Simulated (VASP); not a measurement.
A run of VASP 6.6.1 is set up as follows.

Contents of INCAR:

```
PREC = Accurate
ENCUT = 520
EDIFF = 1E-7
ISMEAR = 0
SIGMA = 0.1
LREAL = False
LASPH = True
NELM = 100
ALGO = Normal
ISIF = 2
LWAVE = False
LCHARG = False
GGA = PE
IVDW = 12
NBANDS = 44
```

File KPOINTS:

```
regular mesh
0
Gamma
  4 4 4
```

The input POSCAR:

```
CO2
1.0
    5.2823389151      0.0000000000      0.0000000000
    0.0000000000      5.2823389151      0.0000000000
    0.0000000000      0.0000000000      5.2823389151
C O
4 8
Direct
    0.0000000000      0.0000000000      0.0000000000
    0.5000000000      0.0000000000      0.5000000000
    0.5000000000      0.5000000000      0.0000000000
    0.0000000000      0.5000000000      0.5000000000
    0.1273615091      0.1273615091      0.1273615091
    0.3726384909      0.8726384909      0.6273615091
    0.6273615091      0.3726384909      0.8726384909
    0.8726384909      0.6273615091      0.3726384909
    0.8726384909      0.8726384909      0.8726384909
    0.6273615091      0.1273615091      0.3726384909
    0.3726384909      0.6273615091      0.1273615091
    0.1273615091      0.3726384909      0.6273615091
```

Potentials or basis: VASP PAW PBE potentials, release 64 (C, O).

Launch:

```bash
$ cat potpaw_PBE.64/C/POTCAR potpaw_PBE.64/O/POTCAR > POTCAR
$ mpirun -np 1 vasp_std > vasp.out
```

Problem. Predict the band gap on the k mesh.

Solution. 7.01 eV.

Problem. What does it give for the pressure?

Solution. 5.6 GPa.

Problem. Predict the dispersion energy per atom.

Solution. -0.087 eV.

Forces on the atoms (eV/Å):
```
C    0.000  0.000  0.000
C    0.000  0.000  0.000
C    0.000  0.000  0.000
C    0.000  0.000  0.000
O    0.427  0.427  0.427
O   -0.427 -0.427  0.427
O    0.427 -0.427 -0.427
O   -0.427  0.427 -0.427
O   -0.427 -0.427 -0.427
O    0.427  0.427 -0.427
O   -0.427  0.427  0.427
O    0.427 -0.427  0.427
```

Caveat: the cell stands under pressure. PBE gaps usually lie below the measured ones, often by a third to a half.
